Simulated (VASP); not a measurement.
Runs of VASP 6.6.1 on ScAl2. The structure is that of space group Fd-3m (No. 227), or close to it. The cells are those of the table. 

```csv
cell,gap on the mesh (eV),pressure (GPa)
"a = 5.270 Å, angles 60.0°, 6 atoms",none,0.1
"a = 5.413 Å, angles 60.0°, 6 atoms",none,-6.6
"a = 5.342 Å, angles 60.0°, 6 atoms",none,(a)
"a = 5.120 Å, angles 60.0°, 6 atoms",none,10.2
"a = 5.548 Å, angles 60.0°, 6 atoms",none,(b)
```

Alike in all rows: task single point; level LDA; potentials or basis VASP PAW LDA potentials, release 64 (Sc_sv, Al); no spin polarisation; k mesh 5 × 5 × 5; cutoff (eV) 520; smearing methfessel-paxton 0.1 eV.

**Question.** Estimate the missing entries.

**Answer.** (a) -3.6; (b) -10.9.

A gap of «none» marks levels without a gap at the run's occupations.
